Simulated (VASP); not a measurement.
# Ir (Fm-3m) in VASP: a series of runs

The runs below take Ir through single point, with PBE.

Program: VASP 6.6.1. These are calculated values, not measurements. Logs are shortened: lines on timing, memory, paths and dates and some standing lists are left out, and cuts for length are marked.

## 1. The cell of the first run

It takes space group Fm-3m (No. 225, cubic). The conventional cell has a = 3.831 Å, b = 3.831 Å, c = 3.831 Å, α = 90.00°, β = 90.00°, γ = 90.00°. Ir (site symmetry m-3m) has 12 Ir at 2.71 Å within 3.6 Å.

## 2. Single point, PBE

Input file INCAR:

```
SYSTEM = Ir
PREC = Accurate
ENCUT = 520
EDIFF = 1E-6
ISMEAR = 0
SIGMA = 0.15
LREAL = .FALSE.
LASPH = .TRUE.
NELM = 80
ALGO = Normal
ISIF = 2
LWAVE = .FALSE.
LCHARG = .TRUE.
GGA = PE
LELF = .TRUE.
LVHAR = .TRUE.
NBANDS = 10
```

Input file KPOINTS:

```
regular mesh
0
G
  13 13 13
  0 0 0
```

Input file POSCAR:

```
Ir
1.0
    0.0000000000      1.9156000000      1.9156000000
    1.9156000000      0.0000000000      1.9156000000
    1.9156000000      1.9156000000      0.0000000000
Ir
1
Direct
    0.0000000000      0.0000000000      0.0000000000
```

Potentials or basis: VASP PAW PBE potentials, release 64 (Ir).

Started as:

```sh
cat potpaw_PBE.64/Ir/POTCAR > POTCAR
mpirun -np 1 vasp_std > vasp.out
```

OUTCAR:

```text
SYSTEM = Ir
   PREC = Accurate
   ENCUT = 520
   EDIFF = 1E-6
   ISMEAR = 0
   LREAL = .FALSE.
   LASPH = .TRUE.
   NELM = 80
   ISIF = 2
   GGA = PE

 ion  position               nearest neighbor table
   1  0.000  0.000  0.000-

  LATTYP: Found a face centered cubic cell.
 ALAT       =     3.8312000000

  Lattice vectors:

 A1 = (   0.0000000000,   1.9156000000,   1.9156000000)
 A2 = (   1.9156000000,   0.0000000000,   1.9156000000)
 A3 = (   1.9156000000,   1.9156000000,   0.0000000000)

Analysis of symmetry for initial positions (statically):
=====================================================================
 Subroutine PRICEL returns:
 Original cell was already a primitive cell.

 Routine SETGRP: Setting up the symmetry group for a
 face centered cubic supercell.

 Subroutine GETGRP returns: Found 48 space group operations
 (whereof 48 operations were pure point group operations)
 out of a pool of 48 trial point group operations.

The static configuration has the point symmetry O_h .

Analysis of symmetry for dynamics (positions and initial velocities):
=====================================================================
 Subroutine PRICEL returns:
 Original cell was already a primitive cell.

 Routine SETGRP: Setting up the symmetry group for a
 face centered cubic supercell.

 Subroutine GETGRP returns: Found 48 space group operations
 (whereof 48 operations were pure point group operations)
 out of a pool of 48 trial point group operations.

The dynamic configuration has the point symmetry O_h .

 Subroutine INISYM returns: Found 48 space group operations
 (whereof 48 operations are pure point group operations),
 and found     1 'primitive' translations

----------------------------------------------------------------------------------------

                                     Primitive cell

  volume of cell :      14.0587

  direct lattice vectors                    reciprocal lattice vectors
     0.000000000  1.915600000  1.915600000    -0.261014826  0.261014826  0.261014826
     1.915600000  0.000000000  1.915600000     0.261014826 -0.261014826  0.261014826
     1.915600000  1.915600000  0.000000000     0.261014826  0.261014826 -0.261014826

  length of vectors
     2.709067500  2.709067500  2.709067500     0.452090940  0.452090940  0.452090940

  position of ions in fractional coordinates (direct lattice)
     0.000000000  0.000000000  0.000000000

  ion indices of the primitive-cell ions
   primitive index   ion index
                 1           1

----------------------------------------------------------------------------------------

 KPOINTS: regular mesh

Automatic generation of k-mesh.
 Grid dimensions read from file:
 generate k-points for:   13   13   13

 Generating k-lattice:

  Cartesian coordinates                     Fractional coordinates (reciprocal lattice)
    -0.020078064  0.020078064  0.020078064     0.076923077  0.000000000  0.000000000
     0.020078064 -0.020078064  0.020078064     0.000000000  0.076923077  0.000000000
     0.020078064  0.020078064 -0.020078064     0.000000000  0.000000000  0.076923077

  Length of vectors
     0.034776226  0.034776226  0.034776226

  Shift w.r.t. Gamma in fractional coordinates (k-lattice)
     0.000000000  0.000000000  0.000000000

 Subroutine IBZKPT returns following result:
 ===========================================

 Found     84 irreducible k-points:

 Following reciprocal coordinates:
            Coordinates               Weight
  0.000000  0.000000  0.000000      1.000000
  0.076923  0.000000  0.000000      8.000000
  0.153846  0.000000  0.000000      8.000000
  0.230769  0.000000  0.000000      8.000000
  0.307692  0.000000  0.000000      8.000000
  0.384615  0.000000  0.000000      8.000000
[... 16 lines left out ...]
  0.384615  0.153846  0.000000     24.000000
  0.461538  0.153846  0.000000     24.000000
 [... further k-points ...]
   k-points           NKPTS =     84   k-points in BZ     NKDIM =     84   number of bands    NBANDS=     10
   number of dos      NEDOS =    301   number of ions     NIONS =      1
   total plane-waves  NPLWV =   8000
   dimension x,y,z NGX =    20 NGY =   20 NGZ =   20
   dimension x,y,z NGXF=    40 NGYF=   40 NGZF=   40
   ions per type =               1
   NGX,Y,Z   is equivalent  to a cutoff of  12.27, 12.27, 12.27 a.u.
   NGXF,Y,Z  is equivalent  to a cutoff of  24.55, 24.55, 24.55 a.u.
 SYSTEM =  Ir
   PREC   = accura    normal or accurate (medium, high low for compatibility)
   ISTART =      0    job   : 0-new  1-cont  2-samecut
   ICHARG =      2    charge: 1-file 2-atom 10-const
   ISPIN  =      1    spin polarized calculation?
   LNONCOLLINEAR =      F non collinear calculations
   LSORBIT =      F    spin-orbit coupling
   LASPH  =      T    aspherical Exc in radial PAW
   ENCUT  =  520.0 eV  38.22 Ry    6.18 a.u.   5.04  5.04  5.04*2*pi/ulx,y,z
   NELM   =     80;   NELMIN=  2; NELMDL= -5     # of ELM steps
   EDIFF  = 0.1E-05   stopping-criterion for ELM
   LREAL  =      F    real-space projection
[... 7 lines left out ...]
   TEBEG  =    0.0;   TEEND  =   0.0 temperature during run
   PSTRESS=    0.0 pullay stress
   NELECT =       9.0000    total number of electrons
   NUPDOWN=      -1.0000    fix difference up-down
   EMIN   =  10.00;   EMAX   =-10.00  energy-range for DOS
   EFERMI =   0.00;   METHOD = LEGACY
   ISMEAR =     0;   SIGMA  =   0.15  broadening in eV -4-tet -1-fermi 0-gaus
   EFERMI_NEDOS =   21; number of points for ismear=-14 and -15
   IALGO  =     38    algorithm
   IMIX   =      4    mixing-type and parameters
     AMIX     =   0.40;   BMIX     =  1.00
     AMIX_MAG =   1.60;   BMIX_MAG =  1.00
  volume/ion in A,a.u.               =      14.06        94.87
  Fermi-wavevector in a.u.,A,eV,Ry     =   1.410937  2.666284 27.085691  1.990742
  Thomas-Fermi vector in A             =   2.532839
   LORBIT       =      0    0 simple, 1 ext, 2 COOP (PROOUT), +10 PAW based schemes
   GGA     = PE    functional components
   LHFCALC =     F    Hartree Fock is set to
   AEXX    =    0.0000 exact exchange contribution
   IVDW    =     0    specifies the selected vdW correction
   LEPSILON=     F    determine dielectric tensor
   LRPA    =     F    only Hartree local field effects (RPA)
 non-spin polarized calculation
 Gauss-broadening in eV      SIGMA  =   0.15
  energy-cutoff  :      520.00
  volume of cell :       14.06
 maximum number of plane-waves:       388
   NGX =  9   NGY =  9   NGZ =  9

 number of electron       9.0000000 magnetization

 Free energy of the ion-electron system (eV)
  ---------------------------------------------------
  ext. energy  EPLUGINS =         0.00000000
  ---------------------------------------------------
  free energy    TOTEN  =        -8.83129023 eV

  energy without entropy =       -8.81779107  energy(sigma->0) =       -8.82454065

 E-fermi :  10.5350     XC(G=0): -14.0246

 val. band max:       10.5049298340   @ k =  -0.4615   0.4615   0.0000
 cond. band min:      10.5581026308   @ k =   0.3077   0.2308   0.0000
 fundamental gap:      0.0531727968
 Fermi energy:        10.5350119147

 k-point     1 :       0.0000    0.0000    0.0000
  band No.  band energies     occupation
      1      -0.6718      2.00000
      2       6.5955      2.00000
      3       6.5955      2.00000
      4       6.5955      2.00000
      5       9.3146      2.00000
      6       9.3146      2.00000
      7      24.8246      0.00000
      8      30.4537      0.00000
      9      30.4537      0.00000
     10      30.4537      0.00000

 k-point     2 :       0.0769    0.0000    0.0000
  band No.  band energies     occupation
      1      -0.4083      2.00000
      2       6.4567      2.00000
      3       6.7084      2.00000
      4       6.7084      2.00000
      5       9.2431      2.00000
      6       9.2431      2.00000
      7      25.2783      0.00000
      8      29.1759      0.00000
      9      30.8891      0.00000
     10      30.8891      0.00000

 k-point     3 :       0.1538    0.0000    0.0000
  band No.  band energies     occupation
      1       0.3261      2.00000
      2       6.1569      2.00000
      3       6.9566      2.00000
      4       6.9566      2.00000
      5       9.1502      2.00000
      6       9.1502      2.00000
      7      26.3611      0.00000
      8      27.0987      0.00000
      9      32.1185      0.00000
     10      32.1185      0.00000

 k-point     4 :       0.2308    0.0000    0.0000
  band No.  band energies     occupation
      1       1.3125      2.00000
      2       6.0275      2.00000
      3       7.0637      2.00000
      4       7.0637      2.00000
      5       9.3659      2.00000
      6       9.3659      2.00000
      7      24.8652      0.00000
      8      27.3559      0.00000
      9      33.8790      0.00000
     10      33.8790      0.00000
[... 222 lines left out ...]
 k-point    22 :       0.3077    0.1538    0.0000
  band No.  band energies     occupation
      1       2.3939      2.00000
      2       5.1496      2.00000
      3       6.8215      2.00000
      4       7.8128      2.00000
      5       9.4116      2.00000
      6      10.4664      1.48236
      7      24.9828      0.00000
      8      28.3150      0.00000
      9      30.1619      0.00000
     10      31.4533      0.00000

 k-point    23 :       0.3846    0.1538    0.0000
  band No.  band energies     occupation
      1       2.9780      2.00000
      2       5.6220      2.00000
      3       6.3851      2.00000
      4       7.6346      2.00000
      5      10.9095      0.00041
      6      11.1128      0.00000
      7      22.1352      0.00000
      8      27.0420      0.00000
      9      29.4616      0.00000
     10      31.5699      0.00000

 k-point    24 :       0.4615    0.1538    0.0000
  band No.  band energies     occupation
      1       3.1117      2.00000
      2       5.8491      2.00000
      3       6.9018      2.00000
      4       7.3964      2.00000
      5      11.5043      0.00000
      6      12.6924      0.00000
      7      19.2374      0.00000
      8      26.1374      0.00000
      9      29.0317      0.00000
     10      30.2843      0.00000

 [... further k-points ...]
[... 5 lines left out ...]
  --------------------------------------------------------------------------------------
  -------------------------------------------------------------------------------------
  Total        1.1001779      1.1001779      1.1001779      0.0000000      0.0000000      0.0000000
  in kB      125.3802211    125.3802211    125.3802211      0.0000000      0.0000000      0.0000000
  external PRESSURE =     125.3802211 kB  Pullay stress =       0.0000000 kB

 VOLUME and BASIS-vectors are now :
 -----------------------------------------------------------------------------
  energy-cutoff  :      520.00
  volume of cell :       14.06
      direct lattice vectors                 reciprocal lattice vectors
     0.000000000  1.915600000  1.915600000    -0.261014826  0.261014826  0.261014826
     1.915600000  0.000000000  1.915600000     0.261014826 -0.261014826  0.261014826
     1.915600000  1.915600000  0.000000000     0.261014826  0.261014826 -0.261014826

 POSITION                                       TOTAL-FORCE (eV/Angst)
 -----------------------------------------------------------------------------------
      0.00000      0.00000      0.00000         0.000000      0.000000      0.000000
 -----------------------------------------------------------------------------------
    total drift:                               -0.000000     -0.000000     -0.000000

  FREE ENERGIE OF THE ION-ELECTRON SYSTEM (eV)
  ---------------------------------------------------
  free  energy   TOTEN  =        -8.8312902253 eV

  energy  without entropy=       -8.8177910708  energy(sigma->0) =       -8.82454065
```

It took 6.4 s on 1 thread of AMD EPYC 9R45 (Zen 5), shared host; peak memory 0.1 GiB.

What came out:

* Free energy: -8.8313 eV
* Pressure: 12.5 GPa

Caveat: spin-orbit coupling is left out, which moves the levels of the heavy elements.

## 3. Single point, PBE

This run uses another cell than the first one, of 14.41 Å³/atom, 1.025 times its volume.

Input file INCAR:

```
SYSTEM = Ir
PREC     = Accurate       ! precision mode
ENCUT    = 520            ! plane-wave cutoff, eV
EDIFF    = 1E-6           ! SCF threshold, eV
ISMEAR   = 0              ! smearing method
SIGMA    = 0.15           ! smearing width, eV
LREAL    = .FALSE.        ! projectors in reciprocal space
LASPH    = .TRUE.         ! aspherical terms in the spheres
NELM     = 60             ! most SCF steps
ALGO     = Normal         ! electronic algorithm
ISIF     = 2              ! what is computed and relaxed
LWAVE    = .FALSE.        ! write WAVECAR
LCHARG   = .FALSE.        ! write CHGCAR
GGA      = PE             ! functional
NBANDS   = 10             ! bands
```

KPOINTS is that of step 2.

Input file POSCAR:

```
Ir
1.0
    0.0000000000      1.9314321229      1.9314321229
    1.9314321229      0.0000000000      1.9314321229
    1.9314321229      1.9314321229      0.0000000000
Ir
1
Direct
    0.0000000000      0.0000000000      0.0000000000
```

Potentials or basis: VASP PAW PBE potentials, release 64 (Ir).

Started as:

```sh
cat potpaw_PBE.64/Ir/POTCAR > POTCAR
mpirun -np 1 vasp_std > vasp.out
```

Run time: 6.1 s. Hardware: 1 thread of AMD EPYC 9R45 (Zen 5), shared host; peak memory 0.1 GiB.

Results (log left out):

```yaml
Free_energy: -8.8482 eV
Pressure: 3.0 GPa
```

Levels at points of the mesh, in eV from the Fermi level:
| k point | band 1 | band 2 | band 3 | band 4 | band 5 | band 6 | band 7 | band 8 |
| --- | --- | --- | --- | --- | --- | --- | --- | --- |
| (0.00, 0.00, 0.00) | -10.94 | -3.79 | -3.79 | -3.79 | -1.18 | -1.18 | 14.34 | 19.82 |

Caveat: spin-orbit coupling is left out, which moves the levels of the heavy elements.

## 4. Single point, PBE

This run uses another cell than the first one, of 14.76 Å³/atom, 1.050 times its volume.

INCAR, as its differences from that of step 3:

```diff
@@ -3,3 +3,3 @@
 ENCUT    = 520            ! plane-wave cutoff, eV
-EDIFF    = 1E-6           ! SCF threshold, eV
+EDIFF    = 1E-7           ! SCF threshold, eV
 ISMEAR   = 0              ! smearing method
@@ -8,3 +8,3 @@
 LASPH    = .TRUE.         ! aspherical terms in the spheres
-NELM     = 60             ! most SCF steps
+NELM     = 100            ! most SCF steps
 ALGO     = Normal         ! electronic algorithm
```

Input file KPOINTS:

```
Automatic mesh
0
G
  13 13 13
  0 0 0
```

Input file POSCAR:

```
Ir
1.0
    0.0000000000      1.9470088611      1.9470088611
    1.9470088611      0.0000000000      1.9470088611
    1.9470088611      1.9470088611      0.0000000000
Ir
1
Direct
    0.0000000000      0.0000000000      0.0000000000
```

Started as:

```sh
cat potpaw_PBE.64/Ir/POTCAR > POTCAR
mpirun -np 1 vasp_std > vasp.out
```

Run time: 6.2 s. Hardware: 1 thread of AMD EPYC 9R45 (Zen 5), shared host; peak memory 0.1 GiB.

The run converged. Its results:

```yaml
Free_energy: -8.8456 eV
Pressure: -5.3 GPa
```

Levels at points of the mesh, in eV from the Fermi level:
```tsv
k point	band 1	band 2	band 3	band 4	band 5	band 6	band 7	band 8	band 9
(0.00, 0.00, 0.00)	-10.68	-3.65	-3.65	-3.65	-1.14	-1.14	14.39	19.72	19.72
```

Caveat: spin-orbit coupling is left out, which moves the levels of the heavy elements.

## 5. Overview

```tsv
cell	gap on the mesh (eV)	pressure (GPa)
a = 2.709 Å, angles 60.0°, 1 atom	none	12.5
a = 2.731 Å, angles 60.0°, 1 atom	none	3.0
a = 2.753 Å, angles 60.0°, 1 atom	none	-5.3
```

Alike in all rows: task single point; level PBE; potentials or basis VASP PAW PBE potentials, release 64 (Ir); no spin polarisation; k mesh 13 × 13 × 13; cutoff (eV) 520; smearing gaussian 0.15 eV.

Caveats: spin-orbit coupling is left out, which moves the levels of the heavy elements.

Total energies depend on the potentials used, so only differences within one code and one set of settings carry meaning.
